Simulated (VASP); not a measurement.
Input of a VASP 6.6.1 run:

File INCAR:

```
ALGO = Normal
EDIFF = 1E-6
ENCUT = 500
GGA = PE
GGA_COMPAT = F
ISIF = 2
ISMEAR = 0
LASPH = T
LCHARG = F
LREAL = F
LWAVE = F
NBANDS = 11
NELM = 120
PREC = Accurate
SIGMA = 0.02
```

KPOINTS

```
k-points
0
Gamma
  8 8 8
```

POSCAR

```
NaH
1.0
    0.0000000000      2.4151018777      2.4151018777
    2.4151018777      0.0000000000      2.4151018777
    2.4151018777      2.4151018777      0.0000000000
Na H
1 1
Direct
    0.0000000000      0.0000000000      0.0000000000
    0.5000000000      0.5000000000      0.5000000000
```

Potentials or basis: VASP PAW PBE potentials, release 64 (Na_pv, H).

Launch:

```console
$ cat potpaw_PBE.64/Na_pv/POTCAR potpaw_PBE.64/H/POTCAR > POTCAR
$ mpirun -np 1 vasp_std > vasp.out
```

Problem. Estimate the band gap on the k mesh.

Solution. 3.76 eV, indirect (least direct gap 4.62 eV).

Problem. Predict the pressure.

Solution. 0.0 GPa.

A k mesh can miss the band edges. Expect the measured gap to be larger: semilocal functionals such as PBE lack the derivative discontinuity.
